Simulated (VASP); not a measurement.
# Ti12H (a cell with a defect) in VASP: notebook

Runs on Ti12H (a cell with a defect). Level: PBE+D3(BJ). Tasks: single point.

All numbers are computed with VASP 6.6.1; they aren't measurements. Logs are shortened: lines on timing, memory, paths and dates and some standing lists are left out, and cuts for length are marked.

## Step 1: The cell of the first run

The cell holds a defect, 13 atoms: a = 5.900 Å, b = 8.850 Å, c = 4.685 Å, α = 90.00°, β = 90.00°, γ = 120.00°.

## Step 2: Single point, PBE+D3(BJ)

INCAR reads:

```
PREC = Accurate ; ENCUT = 520
EDIFF = 1E-6 ; ISMEAR = -1
SIGMA = 0.05 ; LREAL = False
LASPH = True ; NELM = 80
ALGO = Normal ; ISIF = 2
LWAVE = False ; LCHARG = False
GGA = PE ; IVDW = 12
NBANDS = 84
```

KPOINTS reads:

```
regular mesh
0
Gamma
  2 2 2
```

POSCAR reads:

```
Ti12H
1.0
    5.9000000000      0.0000000000      0.0000000000
   -4.4250000000      7.6643250000      0.0000000000
    0.0000000000      0.0000000000      4.6846000000
Ti H
12 1
Direct
    0.0174964199      0.0088200853     -0.0099261410
    0.1641188990      0.2213110744      0.4835631644
   -0.0002509875      0.3359591353     -0.0057208726
    0.1660615763      0.5456188249      0.4998078811
   -0.0085439915      0.6655119662      0.0004055843
    0.1508304995      0.8857401011      0.5152414294
    0.5158832014      0.0068499183      0.0096059429
    0.6574314229      0.2194452871      0.4889851855
    0.5145181988      0.3405779374     -0.0066174273
    0.6693052279      0.5606103603      0.5126584981
    0.4973609998      0.6622892427      0.0145369936
    0.6667111025      0.8843831649      0.4925927507
    0.3338962290      0.7680650286      0.7745591940
```

Potentials or basis: VASP PAW PBE potentials, release 64 (Ti_sv, H).

Command:

```sh
$ cat potpaw_PBE.64/Ti_sv/POTCAR potpaw_PBE.64/H/POTCAR > POTCAR
$ mpirun -np 1 vasp_std > vasp.out
```

OUTCAR:

```text
PREC = Accurate
   ENCUT = 520
   EDIFF = 1E-6
   ISMEAR = -1
   LREAL = False
   LASPH = True
   NELM = 80
   ISIF = 2
   GGA = PE
   IVDW = 12
 IVDW          = 12

 ion  position               nearest neighbor table
   1  0.017  0.009  0.990-   6 2.76   2 2.83   2 2.88
   2  0.164  0.221  0.484-   1 2.83   3 2.86   4 2.87   1 2.88   9 2.91   8 2.92
   3  1.000  0.336  0.994-   4 2.82   4 2.86   2 2.86   9 2.88   7 2.89   8 2.90  11 2.91
   4  0.166  0.546  0.500-   3 2.82  11 2.83   3 2.86   2 2.87  10 2.91
   5  0.991  0.666  0.000-  10 2.82   6 2.83   9 2.85  11 2.90  10 2.91
   6  0.151  0.886  0.515-   1 2.76   5 2.83  12 2.85  10 2.86
   7  0.516  0.007  0.010-   8 2.78  12 2.84   3 2.89
   8  0.657  0.219  0.489-   7 2.78   9 2.86   9 2.89   3 2.90   2 2.92
   9  0.515  0.341  0.993-  10 2.81   5 2.85   8 2.86   3 2.88   8 2.89  11 2.90   2 2.91
  10  0.669  0.561  0.513-   9 2.81   5 2.82   6 2.86  11 2.86  12 2.87  11 2.88   4 2.91   5 2.91

  11  0.497  0.662  0.015-  12 2.81   4 2.83  10 2.86  10 2.88   9 2.90   5 2.90   3 2.91
  12  0.667  0.884  0.493-  11 2.81   7 2.84   6 2.85  10 2.87
  13  0.334  0.768  0.775-

  LATTYP: Found a simple monoclinic cell.
 ALAT       =     5.9000000000
 B/A-ratio  =     0.7940000000
 C/A-ratio  =     1.3228756849
 COS(beta)  =    -0.1889822323

  Lattice vectors:

 A1 = (   5.9000000000,   0.0000000000,   0.0000000000)
 A2 = (   0.0000000000,   0.0000000000,   4.6846000000)
 A3 = (  -1.4750000000,  -7.6643250000,   0.0000000000)

Analysis of symmetry for initial positions (statically):
=====================================================================
 Subroutine PRICEL returns:
 Original cell was already a primitive cell.

 Routine SETGRP: Setting up the symmetry group for a
 simple monoclinic supercell.

 Subroutine GETGRP returns: Found  1 space group operations
 (whereof  1 operations were pure point group operations)
 out of a pool of  4 trial point group operations.

The static configuration has the point symmetry C_1 .

Analysis of symmetry for dynamics (positions and initial velocities):
=====================================================================
 Subroutine PRICEL returns:
 Original cell was already a primitive cell.

 Routine SETGRP: Setting up the symmetry group for a
 simple monoclinic supercell.

 Subroutine GETGRP returns: Found  1 space group operations
 (whereof  1 operations were pure point group operations)
 out of a pool of  4 trial point group operations.

The dynamic configuration has the point symmetry C_1 .

 Subroutine INISYM returns: Found  1 space group operations
 (whereof  1 operations are pure point group operations),
 and found     1 'primitive' translations

----------------------------------------------------------------------------------------

                                     Primitive cell

  volume of cell :     211.8354

  direct lattice vectors                    reciprocal lattice vectors
     5.900000000  0.000000000  0.000000000     0.169491525  0.097855976  0.000000000
    -4.425000000  7.664325000  0.000000000     0.000000000  0.130474634  0.000000000
     0.000000000  0.000000000  4.684600000     0.000000000  0.000000000  0.213465397

  length of vectors
     5.900000000  8.850000153  4.684600000     0.195711955  0.130474634  0.213465397

  position of ions in fractional coordinates (direct lattice)
     0.017496420  0.008820085  0.990073859
     0.164118899  0.221311074  0.483563164
     0.999749012  0.335959135  0.994279127
     0.166061576  0.545618825  0.499807881
     0.991456009  0.665511966  0.000405584
     0.150830500  0.885740101  0.515241429
     0.515883201  0.006849918  0.009605943
     0.657431423  0.219445287  0.488985185
     0.514518199  0.340577937  0.993382573
     0.669305228  0.560610360  0.512658498
     0.497361000  0.662289243  0.014536994
     0.666711103  0.884383165  0.492592751
     0.333896229  0.768065029  0.774559194

  ion indices of the primitive-cell ions
   primitive index   ion index
                 1           1
                 2           2
                 3           3
                 4           4
                 5           5
                 6           6
                 7           7
                 8           8
                 9           9
                10          10
                11          11
                12          12
                13          13

----------------------------------------------------------------------------------------

 KPOINTS: regular mesh

Automatic generation of k-mesh.
 Grid dimensions read from file:
 generate k-points for:    2    2    2

 Generating k-lattice:

  Cartesian coordinates                     Fractional coordinates (reciprocal lattice)
     0.084745763  0.048927988  0.000000000     0.500000000  0.000000000  0.000000000
     0.000000000  0.065237317  0.000000000     0.000000000  0.500000000  0.000000000
[... 94 lines left out ...]
 Fermi energy:         8.1630573854

 k-point     1 :       0.0000    0.0000    0.0000
  band No.  band energies     occupation
      1     -48.6196      2.00000
      2     -48.5514      2.00000
      3     -48.5370      2.00000
      4     -48.5299      2.00000
      5     -48.5137      2.00000
      6     -48.4944      2.00000
[... 76 lines left out ...]
     83       9.0760      0.00000
     84       9.1203      0.00000

 k-point     2 :       0.5000    0.0000    0.0000
  band No.  band energies     occupation
      1     -48.5871      2.00000
      2     -48.5729      2.00000
      3     -48.5514      2.00000
      4     -48.5304      2.00000
      5     -48.5082      2.00000
      6     -48.4901      2.00000
[... 76 lines left out ...]
     83       9.1634      0.00000
     84       9.2220      0.00000

 k-point     3 :       0.0000    0.5000    0.0000
  band No.  band energies     occupation
      1     -48.6089      2.00000
      2     -48.5748      2.00000
      3     -48.5367      2.00000
      4     -48.5290      2.00000
      5     -48.4992      2.00000
      6     -48.4971      2.00000
[... 76 lines left out ...]
     83       9.2263      0.00000
     84       9.3076      0.00000

 k-point     4 :       0.5000    0.5000    0.0000
  band No.  band energies     occupation
      1     -48.5908      2.00000
      2     -48.5776      2.00000
      3     -48.5419      2.00000
      4     -48.5203      2.00000
      5     -48.5110      2.00000
      6     -48.4975      2.00000
[... 76 lines left out ...]
     83       9.1705      0.00000
     84       9.1988      0.00000

 k-point     5 :       0.0000    0.0000    0.5000
  band No.  band energies     occupation
      1     -48.5742      2.00000
      2     -48.5599      2.00000
      3     -48.5273      2.00000
      4     -48.5223      2.00000
      5     -48.5155      2.00000
      6     -48.4892      2.00000
[... 76 lines left out ...]
     83       8.9791      0.00000
     84       9.0262      0.00000

 k-point     6 :       0.5000    0.0000    0.5000
  band No.  band energies     occupation
      1     -48.5629      2.00000
      2     -48.5474      2.00000
      3     -48.5380      2.00000
      4     -48.5202      2.00000
      5     -48.5152      2.00000
      6     -48.4926      2.00000
[... 76 lines left out ...]
     83       8.7186      0.00003
     84       8.7522      0.00002

 k-point     7 :       0.0000    0.5000    0.5000
  band No.  band energies     occupation
      1     -48.5709      2.00000
      2     -48.5556      2.00000
      3     -48.5328      2.00000
      4     -48.5256      2.00000
      5     -48.5184      2.00000
      6     -48.4864      2.00000
[... 76 lines left out ...]
     83       9.3029      0.00000
     84       9.3467      0.00000

 k-point     8 :       0.5000    0.5000    0.5000
  band No.  band energies     occupation
      1     -48.5643      2.00000
      2     -48.5486      2.00000
      3     -48.5376      2.00000
      4     -48.5179      2.00000
      5     -48.5157      2.00000
      6     -48.4936      2.00000
[... 76 lines left out ...]
     83       8.6379      0.00015
     84       8.7315      0.00002

------------------------ aborting loop because EDIFF is reached ----------------------------------------

 Edisp (eV)   -7.28620

 E8    (eV) :    -3.4276

  FORCE on cell =-STRESS in cart. coord.  units (eV):
  Direction    XX          YY          ZZ          XY          YZ          ZX
  --------------------------------------------------------------------------------------
  -------------------------------------------------------------------------------------
  Total     -10.18319    -8.43115    -7.14930    -0.31425     0.07720     0.06793
  in kB     -77.01868   -63.76741   -54.07239    -2.37680     0.58390     0.51379
  external pressure =      -64.95 kB  Pullay stress =        0.00 kB

 VOLUME and BASIS-vectors are now :
 -----------------------------------------------------------------------------
  energy-cutoff  :      520.00
  volume of cell :      211.84
      direct lattice vectors                 reciprocal lattice vectors
     5.900000000  0.000000000  0.000000000     0.169491525  0.097855976  0.000000000
    -4.425000000  7.664325000  0.000000000     0.000000000  0.130474634  0.000000000
     0.000000000  0.000000000  4.684600000     0.000000000  0.000000000  0.213465397

 POSITION                                       TOTAL-FORCE (eV/Angst)
 -----------------------------------------------------------------------------------
      0.06420      0.06760      4.63810        -0.215257     -0.242975      0.272776
     -0.01100      1.69620      2.26530        -0.114300     -0.072564      0.066183
      4.41190      2.57490      4.65780         0.170014     -0.200379     -0.001205
     -1.43460      4.18180      2.34140        -0.471976      0.209166      0.099419
      2.90470      5.10070      0.00190         0.179234      0.083427      0.324466
     -3.02950      6.78860      2.41370         0.383995      0.256529     -0.393171
      3.01340      0.05250      0.04500        -0.192262     -0.132949     -0.305592
      2.90780      1.68190      2.29070         0.275420      0.111285      0.297117
      1.52860      2.61030      4.65360        -0.242556     -0.168459      0.126838
      1.46820      4.29670      2.40160         0.099359     -0.506044     -0.316505
      0.00380      5.07600      0.06810         0.266689      0.101804     -0.173941
      0.02020      6.77820      2.30760        -0.074722      0.351568      0.279027
     -1.42870      5.88670      3.62850        -0.063638      0.209592     -0.275412
 -----------------------------------------------------------------------------------
    total drift:                               -0.000171     -0.000107     -0.000128

  FREE ENERGIE OF THE ION-ELECTRON SYSTEM (eV)
  ---------------------------------------------------
  free  energy   TOTEN  =      -104.6965928593 eV

  energy  without entropy=     -104.5822161192  energy(sigma->0) =     -104.63940449
```

It took 7.6 min on 1 thread of Intel Xeon Platinum 8259CL at 2.50GHz (Skylake/Cascade Lake), shared host; peak memory 0.39 GiB.

What came out:

| Property | Result |
| --- | --- |
| Free energy | -104.6966 eV |
| Pressure | -6.5 GPa |
| Largest force | 0.607 eV/Å |
| Band gap on the k mesh | zero (an odd number of electrons rules out a gap without spin polarisation) |
| Dispersion energy per atom | -0.560 eV |

Forces in eV/Å, atoms in the order of the input:
```
Ti  -0.215 -0.243  0.273
Ti  -0.114 -0.073  0.066
Ti   0.170 -0.200 -0.001
Ti  -0.472  0.209  0.099
Ti   0.179  0.083  0.324
Ti   0.384  0.257 -0.393
Ti  -0.192 -0.133 -0.306
Ti   0.275  0.111  0.297
Ti  -0.243 -0.168  0.127
Ti   0.099 -0.506 -0.317
Ti   0.267  0.102 -0.174
Ti  -0.075  0.352  0.279
H   -0.064  0.210 -0.275
```

Caveat: the k points lie up to 0.67 Å⁻¹ apart, too coarse for converged energies and pressures of a metal.

## Step 3: Single point, PBE+D3(BJ)

INCAR reads:

```
ALGO = Normal ; EDIFF = 1E-7
ENCUT = 520 ; GGA = PE
ISIF = 2 ; ISMEAR = -1
IVDW = 12 ; LASPH = T
LCHARG = F ; LREAL = F
LWAVE = F ; NBANDS = 84
NELM = 60 ; PREC = Accurate
SIGMA = 0.05
```

KPOINTS reads:

```
k-points
0
Gamma
  2 2 2
```

POSCAR reads:

```
Ti12H
1.0
    5.9000000000      0.0000000000      0.0000000000
   -4.4250000000      7.6643250000      0.0000000000
    0.0000000000      0.0000000000      4.6846000000
Ti H
12 1
Direct
    0.0219340993      0.0081155222     -0.0120394484
    0.1661829306      0.2145263934      0.4824317978
    0.0037821209      0.3380597770     -0.0078982197
    0.1488542702      0.5350373321      0.4980361183
   -0.0188618099      0.6660599596      0.0047175853
    0.1333784157      0.8757587915      0.5309524826
    0.5213486073      0.0091201769      0.0081330316
    0.6408230586      0.2121256601      0.4887076805
    0.5212558332      0.3470755742     -0.0082184178
    0.6773050026      0.5637287041      0.5159458652
    0.4889893858      0.6633982771      0.0275583828
    0.6681066410      0.8829218490      0.4930410280
    0.3768512743      0.8151011342      0.7518037826
```

Potentials or basis: VASP PAW PBE potentials, release 64 (Ti_sv, H).

Command:

```sh
$ cat potpaw_PBE.64/Ti_sv/POTCAR potpaw_PBE.64/H/POTCAR > POTCAR
$ mpirun -np 1 vasp_std > vasp.out
```

Run time: 6.7 min. Hardware: 1 thread of Intel Xeon Platinum 8259CL at 2.50GHz (Skylake/Cascade Lake), shared host; peak memory 0.39 GiB.

The run converged. Its results:

```yaml
Free_energy: -104.3324 eV
Pressure: -6.0 GPa
Largest_force: 1.464 eV/Å
Band_gap_on_the_k_mesh: zero (an odd number of electrons rules out a gap without spin polarisation)
Dispersion_energy_per_atom: -0.561 eV
```

Forces in eV/Å, atoms in the order of the input:
```
Ti  -0.371 -0.027  0.527
Ti  -0.499  0.109 -0.007
Ti   0.015 -0.295 -0.009
Ti  -0.200  0.294  0.032
Ti   0.433  0.172  0.484
Ti   1.092  0.488 -0.845
Ti  -0.237  0.116 -0.120
Ti   0.708  0.267  0.220
Ti  -0.281 -0.362  0.246
Ti  -0.416 -0.950 -0.326
Ti   0.218  0.281 -0.532
Ti  -0.328  0.473  0.203
H   -0.134 -0.566  0.127
```

Stress tensor (GPa, compression positive):
```
-7.73  0.47 -0.36
 0.47 -5.23  0.32
-0.36  0.32 -5.03
```

Levels at points of the mesh, in eV from the Fermi level:
```tsv
k point	band 70	band 71	band 72	band 73	band 74	band 75
(0.00, 0.00, 0.00)	-0.48	0.16	0.33	0.44	0.48	0.55
(0.50, 0.00, 0.00)	-0.51	-0.33	-0.25	0.06	0.18	0.27
(0.00, 0.50, 0.00)	-0.11	-0.06	0.04	0.21	0.28	0.39
(0.50, 0.50, 0.00)	-0.64	-0.36	-0.17	0.00	0.28	0.29
(0.00, 0.00, 0.50)	-0.35	-0.23	0.06	0.09	0.14	0.17
(0.50, 0.00, 0.50)	-0.43	-0.33	-0.23	-0.15	-0.10	-0.08
(0.00, 0.50, 0.50)	-0.26	-0.23	-0.16	-0.11	0.13	0.18
(0.50, 0.50, 0.50)	-0.37	-0.33	-0.25	-0.11	-0.05	-0.01
```

Caveat: the k points lie up to 0.67 Å⁻¹ apart, too coarse for converged energies and pressures of a metal.

## Step 4: Single point, PBE+D3(BJ)

INCAR reads:

```
SYSTEM = Ti12H
PREC     = Accurate       ! precision mode
ENCUT    = 520            ! plane-wave cutoff, eV
EDIFF    = 1E-6           ! SCF threshold, eV
ISMEAR   = -1             ! smearing method
SIGMA    = 0.05           ! smearing width, eV
LREAL    = .False.        ! projectors in reciprocal space
LASPH    = .True.         ! aspherical terms in the spheres
NELM     = 60             ! most SCF steps
ALGO     = Normal         ! electronic algorithm
ISIF     = 2              ! what is computed and relaxed
LWAVE    = .False.        ! write WAVECAR
LCHARG   = .False.        ! write CHGCAR
GGA      = PE             ! functional
IVDW     = 12             ! dispersion correction
NBANDS   = 84             ! bands
```

KPOINTS reads:

```
regular mesh
0
Gamma
  2 2 2
  0 0 0
```

POSCAR reads:

```
Ti12H
1.0
    5.9000000000      0.0000000000      0.0000000000
   -4.4250000000      7.6643250000      0.0000000000
    0.0000000000      0.0000000000      4.6846000000
Ti H
12 1
Direct
    0.0170154566      0.0020093094     -0.0125731119
    0.1729107391      0.2068414374      0.4789523118
    0.0098339465      0.3362983694     -0.0107159629
    0.1296921910      0.5237251813      0.5004909704
   -0.0219394661      0.6729620678      0.0131494685
    0.1267564773      0.8698221957      0.5288818682
    0.5236145631      0.0137911688     -0.0008538616
    0.6272598708      0.2028097712      0.4881953635
    0.5249096126      0.3540037772     -0.0000853862
    0.6795659766      0.5617715846      0.5152841224
    0.4932686030      0.6719965555      0.0240148572
    0.6679086330      0.8820476689      0.5052512488
    0.3097859117      0.7490026845      0.7525509115
```

Command:

```sh
$ cat potpaw_PBE.64/Ti_sv/POTCAR potpaw_PBE.64/H/POTCAR > POTCAR
$ mpirun -np 1 vasp_std > vasp.out
```

It took 7.1 min on 1 thread of Intel Xeon Platinum 8259CL at 2.50GHz (Skylake/Cascade Lake), shared host; peak memory 0.39 GiB.

It converged, with:

| Item | Value |
| --- | --- |
| Free energy | -104.1787 eV |
| Pressure | -6.2 GPa |
| Largest force | 1.475 eV/Å |
| Band gap on the k mesh | zero (an odd number of electrons rules out a gap without spin polarisation) |
| Dispersion energy per atom | -0.561 eV |

Forces in eV/Å, atoms in the order of the input:
```
Ti  -0.372  0.433  0.655
Ti  -0.989  0.212  0.071
Ti  -0.288 -0.321  0.119
Ti   0.248  0.539 -0.004
Ti   0.833 -0.060  0.265
Ti   1.220  0.236 -0.795
Ti  -0.327 -0.160 -0.158
Ti   1.146  0.216  0.097
Ti   0.008 -0.396  0.060
Ti  -0.837 -1.109 -0.169
Ti   0.025 -0.077 -0.163
Ti  -0.650  0.192  0.066
H   -0.017  0.296 -0.042
```

Stress tensor (GPa, compression positive):
```
-8.02  0.38 -0.32
 0.38 -5.16 -0.07
-0.32 -0.07 -5.31
```

Levels at points of the mesh, in eV from the Fermi level:
| k point | band 69 | band 70 | band 71 | band 72 | band 73 | band 74 | band 75 | band 76 | band 77 | band 78 |
| --- | --- | --- | --- | --- | --- | --- | --- | --- | --- | --- |
| (0.00, 0.00, 0.00) | -0.52 | -0.49 | 0.21 | 0.23 | 0.41 | 0.46 | 0.56 | 0.59 | 0.67 | 0.71 |
| (0.50, 0.00, 0.00) | -0.63 | -0.51 | -0.28 | -0.23 | -0.03 | 0.15 | 0.25 | 0.52 | 0.59 | 0.67 |
| (0.00, 0.50, 0.00) | -0.19 | -0.06 | -0.03 | -0.02 | 0.10 | 0.29 | 0.39 | 0.57 | 0.64 | 0.74 |
| (0.50, 0.50, 0.00) | -0.68 | -0.67 | -0.40 | -0.09 | -0.06 | 0.23 | 0.38 | 0.41 | 0.48 | 0.59 |
| (0.00, 0.00, 0.50) | -0.41 | -0.32 | -0.15 | 0.03 | 0.09 | 0.13 | 0.19 | 0.22 | 0.39 | 0.47 |
| (0.50, 0.00, 0.50) | -0.42 | -0.37 | -0.32 | -0.26 | -0.11 | -0.09 | 0.01 | 0.08 | 0.23 | 0.25 |
| (0.00, 0.50, 0.50) | -0.31 | -0.25 | -0.22 | -0.19 | -0.08 | 0.05 | 0.16 | 0.34 | 0.47 | 0.56 |
| (0.50, 0.50, 0.50) | -0.41 | -0.37 | -0.28 | -0.20 | -0.14 | -0.06 | -0.01 | 0.08 | 0.19 | 0.23 |

Caveat: the k points lie up to 0.67 Å⁻¹ apart, too coarse for converged energies and pressures of a metal.

## Step 5: Overview

```tsv
cell	gap on the mesh (eV)	pressure (GPa)	largest force (eV/Å)
as given, atomic positions A	none	-6.5	0.61
as given, atomic positions B	none	-6.0	1.46
as given, atomic positions C	none	-6.2	1.48
```

Alike in all rows: task single point; level PBE+D3(BJ); potentials or basis VASP PAW PBE potentials, release 64 (Ti_sv, H); no spin polarisation; k mesh 2 × 2 × 2; cutoff (eV) 520; smearing fermi-dirac 0.05 eV.

Caveats: all runs use coarse meshes.

Total energies depend on the potentials used, so only differences within one code and one set of settings carry meaning.
